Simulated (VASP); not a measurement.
Write the native input for VASP 6.6.1 that does the following.

```yaml
Task: single point
Functional: r2SCAN
Potentials_or_basis: VASP PAW PBE potentials, release 64 (W_sv, S)
Cutoff: 520 eV
k_mesh: 12 × 12 × 2
Occupations: gaussian, width 0.02 eV
Spin: no spin polarisation
Dipole_correction: no
Further_INCAR_settings: ALGO = Normal; EDIFF = 1e-07; NBANDS = 20
```

System: WS2, a slab with vacuum.

```xyz
3
Lattice="3.1334 0.0000 0.0000 -1.5667 2.7136 0.0000 0.0000 0.0000 17.1040" Properties=species:S:1:pos:R:3 pbc="T T T"
W     0.0000    1.8091    0.0000
S     1.5667    0.9045   15.5284
S     1.5667    0.9045    1.5756
```

This cell differs from its parent crystal: biaxial strain in the a-b plane: -1.5 %, then relaxed in part.

These files were run (other wordings do the same):

POSCAR

```
WS2
1.0
    3.1333789571      0.0000000000      0.0000000000
   -1.5666894785      2.7135857765      0.0000000000
    0.0000000000      0.0000000000     17.1040315658
W S
1 2
Direct
    0.3333333333      0.6666666667      0.0000000000
    0.6666666667      0.3333333333      0.9078800771
    0.6666666667      0.3333333333      0.0921199229
```

INCAR.step1

```
PREC = Accurate ; ENCUT = 520
ISMEAR = 0 ; SIGMA = 0.02
LREAL = False ; LASPH = True
NELM = 60 ; NBANDS = 20
GGA = PE ; ALGO = Normal
EDIFF = 1E-4 ; LWAVE = True
LCHARG = False
```

INCAR.step2

```
PREC = Accurate ; ENCUT = 520
EDIFF = 1E-7 ; ISMEAR = 0
SIGMA = 0.02 ; LREAL = False
LASPH = True ; NELM = 60
ALGO = Normal ; ISIF = 2
LWAVE = False ; LCHARG = True
METAGGA = R2SCAN ; LMIXTAU = True
LELF = True ; LVHAR = True
NBANDS = 20 ; ISTART = 1
```

KPOINTS

```
regular mesh
0
Gamma
  12 12 2
```

Potentials or basis: VASP PAW PBE potentials, release 64 (W_sv, S).

Launch:

```bash
$ cat potpaw_PBE.64/W_sv/POTCAR potpaw_PBE.64/S/POTCAR > POTCAR
$ cp INCAR.step1 INCAR
$ mpirun -np 1 vasp_std > vasp.out
$ cp INCAR.step2 INCAR
$ mpirun -np 1 vasp_std > vasp.out
```

It gave:

```json
{
 "Largest force": "0.025 eV/Å",
 "Band gap on the k mesh": "2.15 eV"
}
```

Caveat: the cell differs from its parent crystal (biaxial strain in the a-b plane: -1.5 %, then relaxed in part); there is no dipole correction, which matters where the two faces differ; the PAW data sets were made with another functional, which shifts forces and pressure a little; spin-orbit coupling is left out, which moves the levels of the heavy elements.

It took 4.8 min on 1 thread of Intel(R) Xeon(R) 6975P-C (Granite Rapids) (shared host), peak memory 0.34 GiB.
